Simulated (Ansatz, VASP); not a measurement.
## Tl in VASP and in Ansatz

```
Tl
1.0
     3.42256    0.00000    0.00000
    -1.71128    2.96402    0.00000
     0.00000    0.00000    3.25468
Tl
1
Direct
  0.00000 0.00000 0.00000
```

Alike in both runs: functional PBE; k mesh 14 × 14 × 13; occupations fermi-dirac, width 0.1 eV; no spin polarisation.

Ansatz relaxed the structure, and its values are those at the end. VASP's run is a single point on that final structure, the one shown.

|  | VASP | Ansatz |
| --- | --- | --- |
| version | VASP 6.6.1 | Ansatz 0.2.0 |
| potentials or method | VASP PAW PBE potentials, release 64 (Tl_d) | PAW with Ansatz's default frozen-core files, scalar-relativistic |
| plane-wave cutoff (eV) | 520 | 420 |
| valence electrons in the cell | 13 | 13 |

|  | VASP | Ansatz | Ansatz less VASP |
| --- | --- | --- | --- |
| pressure (GPa) | -0.1 | 0.0 | +0.05 |

The functional is the same, so the differences come from potentials, cutoffs and numerics.

Spin-orbit coupling is off throughout.
